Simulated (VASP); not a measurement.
Here is a VASP 6.6.1 calculation.

The input INCAR:

```
SYSTEM = Ga3Se
PREC     = Accurate       ! precision mode
ENCUT    = 520            ! plane-wave cutoff, eV
EDIFF    = 1E-6           ! SCF threshold, eV
ISMEAR   = 0              ! smearing method
SIGMA    = 0.15           ! smearing width, eV
LREAL    = .False.        ! projectors in reciprocal space
LASPH    = .True.         ! aspherical terms in the spheres
NELM     = 80             ! most SCF steps
ALGO     = Normal         ! electronic algorithm
ISIF     = 2              ! what is computed and relaxed
LWAVE    = .False.        ! write WAVECAR
LCHARG   = .True.         ! write CHGCAR
GGA      = PS             ! functional
IVDW     = 12             ! dispersion correction
LELF     = .True.         ! ELF
LVHAR    = .True.       
NBANDS   = 30             ! bands
```

KPOINTS

```
regular mesh
0
Gamma
  12 12 12
  0 0 0
```

File POSCAR:

```
Ga3Se
1.0
    4.2249181734      0.0000000000      0.0000000000
    0.0000000000      4.4361640821      0.0000000000
    0.0000000000      0.0000000000      4.2249181734
Ga Se
3 1
Direct
    0.0000000000      0.5000000000      0.5000000000
    0.5000000000      0.0000000000      0.5000000000
    0.5000000000      0.5000000000      0.0000000000
    0.0000000000      0.0000000000      0.0000000000
```

Potentials or basis: VASP PAW PBE potentials, release 64 (Ga_d, Se).

Launch:

```bash
$ cat potpaw_PBE.64/Ga_d/POTCAR potpaw_PBE.64/Se/POTCAR > POTCAR
$ mpirun -np 1 vasp_std > vasp.out
```

(1) What does it give for the pressure?

(2) Predict the dispersion energy per atom.

(3) What does it give for the band gap on the k mesh?

Results:

(1) -2.3 GPa.

(2) -0.308 eV.

(3) zero (an odd number of electrons rules out a gap without spin polarisation).

Caveat: the cell differs from its parent crystal (strain +0.0500 x Voigt [0, 1, 0, 0, 0, 0]); the PAW data sets were made with another functional, which shifts forces and pressure a little.
